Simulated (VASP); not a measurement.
The system is CS3.

```xyz
8
Lattice="6.5683 0.0000 0.0000 -3.2842 5.6883 0.0000 0.0000 0.0000 2.9616" Properties=species:S:1:pos:R:3 pbc="T T T"
C     3.2842    1.8961    0.7404
C     0.0000    3.7922    2.2212
S     0.0000    2.1781    0.7404
S     1.3979    4.5993    0.7404
S    -1.3979    4.5993    0.7404
S     4.6820    1.0890    2.2212
S     1.8863    1.0890    2.2212
S     3.2842    3.5102    2.2212
```

```yaml
Program: VASP 6.6.1
Task: relaxation of cell and atoms
Functional: PBE
Dispersion: D3(BJ)
Potentials_or_basis: VASP PAW PBE potentials, release 64 (C, S)
Cutoff: 600 eV
k_mesh: 3 × 3 × 6
Occupations: gaussian, width 0.1 eV
Spin: no spin polarisation
```

At the start: pressure -0.5 GPa; volume 13.83 Å³/atom.

Problem. Where does the relaxation end?

Solution. Over 8 steps the energy falls by 3.7 meV/atom and the volume is 13.97 Å³/atom (+1.0 %); space group P6_3/mmc (No. 194, to 0.05 Å).

The path:
| step | energy change (eV) | largest force (eV/Å) | pressure (GPa) | volume (Å³) |
| --- | --- | --- | --- | --- |
| 1 | 0.0000 | 0.2254 | -0.48 | 110.65 |
| 2 | -0.0097 | 0.0278 | 0.22 | 109.99 |
| 3 | -0.0099 | 0.0533 | 0.13 | 110.08 |
| 4 | -0.0123 | 0.0540 | 0.18 | 110.18 |
| 5 | -0.0198 | 0.0535 | 0.34 | 110.50 |
| 6 | -0.0271 | 0.0338 | 0.82 | 111.13 |
| 7 | -0.0275 | 0.0013 | 0.66 | 110.97 |
| 8 | -0.0294 | 0.0036 | 0.17 | 111.73 |

Final structure:
```xyz
8
Lattice="6.6334 0.0000 0.0000 -3.3167 5.7447 0.0000 0.0000 0.0000 2.9321" Properties=species:S:1:pos:R:3 pbc="T T T"
C     3.3167    1.9149    0.7330
C     0.0000    3.8298    2.1991
S     0.0000    2.2440    0.7330
S     1.3733    4.6227    0.7330
S    -1.3733    4.6227    0.7330
S     4.6900    1.1220    2.1991
S     1.9434    1.1220    2.1991
S     3.3167    3.5007    2.1991
```

Caveat: the k points lie up to 0.36 Å⁻¹ apart in the final cell; pairwise dispersion overbinds metals, which lowers pressure and volume.
